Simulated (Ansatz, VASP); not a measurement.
# Two plane-wave programs on NaSrI3

Contents of POSCAR:

```
NaSrI3
1.0
    6.6535963080      0.0000000000      0.0000000000
    0.0000000000      6.3976887577      0.0000000000
    0.0000000000      0.0000000000      6.3976887577
Na Sr I
1 1 3
Direct
    0.0000000000      0.0000000000      0.0000000000
    0.5000000000      0.5000000000      0.5000000000
    0.5000000000      0.5000000000      0.0000000000
    0.5000000000      0.0000000000      0.5000000000
    0.0000000000      0.5000000000      0.5000000000
```

The input INCAR.step1:

```
PREC = Accurate
ENCUT = 520
EDIFF = 1E-5
ISMEAR = 0
SIGMA = 0.01
LREAL = False
LASPH = True
NELM = 100
ALGO = Normal
ISIF = 2
LWAVE = True
LCHARG = False
NBANDS = 27
GGA = PE
```

INCAR.step2

```
PREC = Accurate
ENCUT = 520
EDIFF = 1E-6
ISMEAR = 0
SIGMA = 0.01
LREAL = False
LASPH = True
NELM = 100
ALGO = Normal
ISIF = 2
LWAVE = False
LCHARG = False
GGA = PE
LHFCALC = True
HFSCREEN = 0.2079
PRECFOCK = Fast
NBANDS = 27
ISTART = 1
```

KPOINTS

```
regular mesh
0
Gamma
  2 2 2
```

Input for Ansatz:

```yaml
crystal:
  lattice:
    - [6.653596308, 0.0, 0.0]
    - [0.0, 6.3976887577, 0.0]
    - [0.0, 0.0, 6.3976887577]
  atoms:
    - { symbol: Na, position: [0.0, 0.0, 0.0] }
    - { symbol: Sr, position: [0.5, 0.5, 0.5] }
    - { symbol: I, position: [0.5, 0.5, 0.0] }
    - { symbol: I, position: [0.5, 0.0, 0.5] }
    - { symbol: I, position: [0.0, 0.5, 0.5] }
kpoints:
  mp_grid: { grid: [2, 2, 2] }
  band_path:
    path: [[0.0, 0.0, 0.0], [0.0, 0.5, 0.0], [0.5, 0.5, 0.0], [0.5, 0.5, 0.5]]
    npoints: 1
hamiltonian:
  xc: hse06
scf:
  occupations: { method: fixed }
  n_extra_bands: 5
output:
  forces: true
  stress: true
  eigenvalues: true
```

Change from the starting cell: uniaxial_x strain +4.0%.

Alike in both runs: task single point; functional HSE06; k mesh 2 × 2 × 2; no spin polarisation.

```csv
,VASP,Ansatz
version,VASP 6.6.1,Ansatz 0.2.0
potentials or method,"VASP PAW PBE potentials, release 64 (Na_pv, Sr_sv, I)","plane waves, PAW"
plane-wave cutoff (eV),520,420
occupations,"gaussian, width 0.01 eV",fixed
valence electrons in the cell,38,70
```

VASP gave:

```
gap on the k mesh at the Fermi level (eV)                     : 3.29
pressure (GPa)                                                : -0.3
traceless stress, the component that is largest in VASP (GPa) : -0.63
```

**Question.** Which values does Ansatz return?

**Answer.** gap on the k mesh at the Fermi level (eV): 3.29; pressure (GPa): -0.3; traceless stress, the component that is largest in VASP (GPa): -0.62.

VASP's potentials hold 38 valence electrons a cell and Ansatz's 70, so a difference there can come from the potentials and not from the codes. Ansatz's warnings: stress exchange threshold loose, stress scf threshold loose.

The k mesh is coarse, so the values compare programs but aren't converged. Neither program's run includes spin-orbit coupling.
